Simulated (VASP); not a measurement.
# Rh (I4/mmm) in VASP: single point with LDA

Aim: the single point of Rh with LDA.

Program: VASP 6.6.1. These are calculated values, not measurements. Logs are shortened: lines on timing, memory, paths and dates and some standing lists are left out, and cuts for length are marked.

## 1. The cell of the first run

It takes space group I4/mmm (No. 139, tetragonal). Conventional cell: a = 3.675 Å, b = 3.675 Å, c = 7.201 Å, α = 90.00°, β = 90.00°, γ = 90.00°. Rh (site symmetry 4/mmm) has 12 Rh at 3.67 to 4.44 Å within 4.8 Å.

## 2. Single point, LDA

File INCAR:

```
SYSTEM = Rh
ALGO = Normal
EDIFF = 1E-6
ENCUT = 520
GGA = CA
ISIF = 2
ISMEAR = 1
LASPH = .True.
LCHARG = .False.
LREAL = .False.
LWAVE = .False.
NBANDS = 14
NELM = 60
PREC = Accurate
SIGMA = 0.05
```

File KPOINTS:

```
k-points
0
Gamma
  9 9 9
  0 0 0
```

File POSCAR:

```
Rh
1.0
   -1.8373872000      1.8373872000      3.6006280000
    1.8373872000     -1.8373872000      3.6006280000
    1.8373872000      1.8373872000     -3.6006280000
Rh
1
Direct
    0.0000000000      0.0000000000      0.0000000000
```

Potentials or basis: VASP PAW LDA potentials, release 64 (Rh_pv).

Launch:

```console
$ cat potpaw_LDA.64/Rh_pv/POTCAR > POTCAR
$ mpirun -np 1 vasp_std > vasp.out
```

OUTCAR:

```text
SYSTEM = Rh
   EDIFF = 1E-6
   ENCUT = 520
   GGA = CA
   ISIF = 2
   ISMEAR = 1
   LASPH = .True.
   LREAL = .False.
   NELM = 60
   PREC = Accurate

 ion  position               nearest neighbor table
   1  0.000  0.000  0.000-

  LATTYP: Found a body centered tetragonal cell.
 ALAT       =     3.6747744000
 C/A-ratio  =     1.9596457404

  Lattice vectors:

 A1 = (  -1.8373872000,   1.8373872000,   3.6006280000)
 A2 = (   1.8373872000,  -1.8373872000,   3.6006280000)
 A3 = (   1.8373872000,   1.8373872000,  -3.6006280000)

Analysis of symmetry for initial positions (statically):
=====================================================================
 Subroutine PRICEL returns:
 Original cell was already a primitive cell.

 Routine SETGRP: Setting up the symmetry group for a
 body centered tetragonal supercell.

 Subroutine GETGRP returns: Found 16 space group operations
 (whereof 16 operations were pure point group operations)
 out of a pool of 16 trial point group operations.

The static configuration has the point symmetry D_4h.

Analysis of symmetry for dynamics (positions and initial velocities):
=====================================================================
 Subroutine PRICEL returns:
 Original cell was already a primitive cell.

 Routine SETGRP: Setting up the symmetry group for a
 body centered tetragonal supercell.

 Subroutine GETGRP returns: Found 16 space group operations
 (whereof 16 operations were pure point group operations)
 out of a pool of 16 trial point group operations.

The dynamic configuration has the point symmetry D_4h.

 Subroutine INISYM returns: Found 16 space group operations
 (whereof 16 operations are pure point group operations),
 and found     1 'primitive' translations

----------------------------------------------------------------------------------------

                                     Primitive cell

  volume of cell :      48.6228

  direct lattice vectors                    reciprocal lattice vectors
    -1.837387200  1.837387200  3.600628000     0.000000000  0.272125549  0.138864665
     1.837387200 -1.837387200  3.600628000     0.272125549  0.000000000  0.138864665
     1.837387200  1.837387200 -3.600628000     0.272125549  0.272125549  0.000000000

  length of vectors
     4.440327177  4.440327177  4.440327177     0.305508935  0.305508935  0.384843642

  position of ions in fractional coordinates (direct lattice)
     0.000000000  0.000000000  0.000000000

  ion indices of the primitive-cell ions
   primitive index   ion index
                 1           1

----------------------------------------------------------------------------------------

 KPOINTS: k-points

Automatic generation of k-mesh.
 Grid dimensions read from file:
 generate k-points for:    9    9    9

 Generating k-lattice:

  Cartesian coordinates                     Fractional coordinates (reciprocal lattice)
     0.000000000  0.030236172  0.015429407     0.111111111  0.000000000  0.000000000
     0.030236172  0.000000000  0.015429407     0.000000000  0.111111111  0.000000000
     0.030236172  0.030236172  0.000000000     0.000000000  0.000000000  0.111111111

  Length of vectors
     0.033945437  0.033945437  0.042760405

  Shift w.r.t. Gamma in fractional coordinates (k-lattice)
     0.000000000  0.000000000  0.000000000

 Subroutine IBZKPT returns following result:
 ===========================================

 Found     75 irreducible k-points:

 Following reciprocal coordinates:
            Coordinates               Weight
  0.000000  0.000000  0.000000      1.000000
  0.111111  0.000000 -0.000000      8.000000
  0.222222  0.000000  0.000000      8.000000
  0.333333  0.000000 -0.000000      8.000000
  0.444444  0.000000  0.000000      8.000000
  0.111111  0.111111 -0.000000      8.000000
[... 16 lines left out ...]
 -0.333333  0.333333  0.000000      4.000000
  0.444444  0.444444 -0.000000      8.000000
 [... further k-points ...]
   k-points           NKPTS =     75   k-points in BZ     NKDIM =     75   number of bands    NBANDS=     14
   number of dos      NEDOS =    301   number of ions     NIONS =      1
   total plane-waves  NPLWV =  46656
   dimension x,y,z NGX =    36 NGY =   36 NGZ =   36
   dimension x,y,z NGXF=    72 NGYF=   72 NGZF=   72
   ions per type =               1
   NGX,Y,Z   is equivalent  to a cutoff of  13.48, 13.48, 13.48 a.u.
   NGXF,Y,Z  is equivalent  to a cutoff of  26.96, 26.96, 26.96 a.u.
 SYSTEM =  Rh
   PREC   = accura    normal or accurate (medium, high low for compatibility)
   ISTART =      0    job   : 0-new  1-cont  2-samecut
   ICHARG =      2    charge: 1-file 2-atom 10-const
   ISPIN  =      1    spin polarized calculation?
   LNONCOLLINEAR =      F non collinear calculations
   LSORBIT =      F    spin-orbit coupling
   LASPH  =      T    aspherical Exc in radial PAW
   ENCUT  =  520.0 eV  38.22 Ry    6.18 a.u.   8.26  8.26  8.26*2*pi/ulx,y,z
   NELM   =     60;   NELMIN=  2; NELMDL= -5     # of ELM steps
   EDIFF  = 0.1E-05   stopping-criterion for ELM
   LREAL  =      F    real-space projection
   EDIFFG = 0.1E-04   stopping-criterion for IOM
   NSW    =      0    number of steps for IOM
   IBRION =     -1    ionic relax: 0-MD 1-quasi-New 2-CG
   NFREE  =      0    steps in history (QN), initial steepest desc. (CG)
   ISIF   =      2    stress and relaxation
   ISYM   =      2    0-nonsym 1-usesym 2-fastsym
   POTIM  = 0.5000    time-step for ionic-motion
   TEBEG  =    0.0;   TEEND  =   0.0 temperature during run
   PSTRESS=    0.0 pullay stress
   NELECT =      15.0000    total number of electrons
   NUPDOWN=      -1.0000    fix difference up-down
   EMIN   =  10.00;   EMAX   =-10.00  energy-range for DOS
   EFERMI =   0.00;   METHOD = LEGACY
   ISMEAR =     1;   SIGMA  =   0.05  broadening in eV -4-tet -1-fermi 0-gaus
   EFERMI_NEDOS =   21; number of points for ismear=-14 and -15
   IALGO  =     38    algorithm
   IMIX   =      4    mixing-type and parameters
     AMIX     =   0.40;   BMIX     =  1.00
     AMIX_MAG =   1.60;   BMIX_MAG =  1.00
  volume/ion in A,a.u.               =      48.62       328.12
  Fermi-wavevector in a.u.,A,eV,Ry     =   1.106179  2.090375 16.648521  1.223632
  Thomas-Fermi vector in A             =   2.242676
   LORBIT       =      0    0 simple, 1 ext, 2 COOP (PROOUT), +10 PAW based schemes
   GGA     = CA    functional components
   LHFCALC =     F    Hartree Fock is set to
   AEXX    =    0.0000 exact exchange contribution
   IVDW    =     0    specifies the selected vdW correction
   LEPSILON=     F    determine dielectric tensor
   LRPA    =     F    only Hartree local field effects (RPA)
 non-spin polarized calculation
 Methfessel and Paxton  Order N= 1 SIGMA  =   0.05
  energy-cutoff  :      520.00
  volume of cell :       48.62
 maximum number of plane-waves:      1326
 NGX is ok and might be reduce to    36
   NGX = 17   NGY = 17   NGZ = 17

 number of electron      15.0000002 magnetization

 Free energy of the ion-electron system (eV)
  ---------------------------------------------------
  ext. energy  EPLUGINS =         0.00000000
  ---------------------------------------------------
  free energy    TOTEN  =        -2.93522868 eV

  energy without entropy =       -2.93677819  energy(sigma->0) =       -2.93574518

 E-fermi :  -0.7663     XC(G=0):  -7.7133

 val. band max:       -0.7720566078   @ k =  -0.3333   0.4444   0.1111
 cond. band min:      -0.7632513919   @ k =  -0.1111   0.3333   0.1111
 fundamental gap:      0.0088052159
 Fermi energy:        -0.7662549259

 k-point     1 :       0.0000    0.0000    0.0000
  band No.  band energies     occupation
      1     -45.2736      2.00000
      2     -45.2736      2.00000
      3     -45.1631      2.00000
      4      -2.7325      2.00000
      5      -1.6107      2.00000
      6      -1.2156      2.00000
      7      -0.9025      2.00080
      8      -0.9025      2.00080
      9      -0.6834     -0.04094
     10       8.8470      0.00000
     11      10.9538      0.00000
     12      10.9538      0.00000
     13      12.0211      0.00000
     14      12.2655      0.00000

 k-point     2 :       0.1111    0.0000   -0.0000
  band No.  band energies     occupation
      1     -45.2747      2.00000
      2     -45.2735      2.00000
      3     -45.1631      2.00000
      4      -2.5493      2.00000
      5      -1.5638      2.00000
      6      -1.1914      2.00000
      7      -0.9409      2.00001
      8      -0.8861      2.00362
      9      -0.7172     -0.04605
     10       8.4158      0.00000
     11       9.5057      0.00000
     12      11.0182      0.00000
     13      11.3824      0.00000
     14      12.3908      0.00000

 k-point     3 :       0.2222    0.0000    0.0000
  band No.  band energies     occupation
      1     -45.2777      2.00000
      2     -45.2733      2.00000
      3     -45.1631      2.00000
      4      -2.0775      2.00000
      5      -1.4021      2.00000
      6      -1.1549      2.00000
      7      -0.9592      2.00000
      8      -0.8563      2.02885
      9      -0.7889      1.68625
     10       6.7718      0.00000
     11       7.9467      0.00000
     12      10.4874      0.00000
     13      11.2047      0.00000
     14      12.5819      0.00000
[... 324 lines left out ...]
 k-point    23 :      -0.3333    0.3333    0.0000
  band No.  band energies     occupation
      1     -45.2807      2.00000
      2     -45.2803      2.00000
      3     -45.1625      2.00000
      4      -1.4405      2.00000
      5      -1.2832      2.00000
      6      -0.9368      2.00002
      7      -0.8664      2.01582
      8      -0.8282      2.07086
      9       0.1955     -0.00000
     10       6.3571      0.00000
     11       7.0572      0.00000
     12       7.2276      0.00000
     13       9.6069      0.00000
     14       9.6116      0.00000

 k-point    24 :       0.4444    0.4444   -0.0000
  band No.  band energies     occupation
      1     -45.2827      2.00000
      2     -45.2823      2.00000
      3     -45.1624      2.00000
      4      -1.5744      2.00000
      5      -1.3877      2.00000
      6      -0.9303      2.00004
      7      -0.7740      1.25908
      8      -0.5109     -0.00000
      9       3.3016      0.00000
     10       3.4782      0.00000
     11       5.0895      0.00000
     12       6.2368      0.00000
     13       8.8620      0.00000
     14      10.0249      0.00000

 [... further k-points ...]
[... 5 lines left out ...]
  --------------------------------------------------------------------------------------
  -------------------------------------------------------------------------------------
  Total       -3.7794866     -3.7794866     -2.5278262      0.0000000     -0.0000000      0.0000000
  in kB     -124.5385397   -124.5385397    -83.2948553      0.0000000     -0.0000000      0.0000000
  external PRESSURE =    -110.7906449 kB  Pullay stress =       0.0000000 kB

 VOLUME and BASIS-vectors are now :
 -----------------------------------------------------------------------------
  energy-cutoff  :      520.00
  volume of cell :       48.62
      direct lattice vectors                 reciprocal lattice vectors
    -1.837387200  1.837387200  3.600628000     0.000000000  0.272125549  0.138864665
     1.837387200 -1.837387200  3.600628000     0.272125549  0.000000000  0.138864665
     1.837387200  1.837387200 -3.600628000     0.272125549  0.272125549  0.000000000

 POSITION                                       TOTAL-FORCE (eV/Angst)
 -----------------------------------------------------------------------------------
      0.00000      0.00000      0.00000         0.000000      0.000000      0.000000
 -----------------------------------------------------------------------------------
    total drift:                               -0.000000     -0.000000      0.000000

  FREE ENERGIE OF THE ION-ELECTRON SYSTEM (eV)
  ---------------------------------------------------
  free  energy   TOTEN  =        -2.9352286762 eV

  energy  without entropy=       -2.9367781927  energy(sigma->0) =       -2.93574518
```

It took 67 s on 1 thread of AMD EPYC 7R13 (Zen 3), shared host; peak memory 0.16 GiB.

Results:

```yaml
Free_energy: -2.9352 eV
Pressure: -11.1 GPa
```
